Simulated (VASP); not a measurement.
Al, 1 atom in the cell. It takes space group Im-3m (No. 229, cubic). Conventional cell: a = 3.182 Å, b = 3.182 Å, c = 3.182 Å, α = 90.00°, β = 90.00°, γ = 90.00°. Within 3.6 Å of Al (site symmetry m-3m) lie 14 Al at 2.76 to 3.18 Å. 

```yaml
Program: VASP 6.6.1
Task: single point
Functional: PBEsol
Potentials_or_basis: VASP PAW PBE potentials, release 64 (Al)
Cutoff: 520 eV
k_mesh: 10 × 10 × 10
Occupations: methfessel-paxton, width 0.1 eV
Spin: no spin polarisation
Dipole_correction: no
Further_INCAR_settings: ALGO = Normal; EDIFF = 1e-06; NBANDS = 8
```

Potentials or basis: VASP PAW PBE potentials, release 64 (Al).

Command:

```bash
$ cat potpaw_PBE.64/Al/POTCAR > POTCAR
$ mpirun -np 1 vasp_std > vasp.out
```

Hardware: 1 thread of Intel Xeon 8259CL, with other jobs on the host.

Estimate the wall time of this run.

Wall time 4.3 s on 1 thread of Intel Xeon 8259CL, with other jobs on the host, peak memory 0.12 GiB. Counts: scf iterations 9, k points 47.
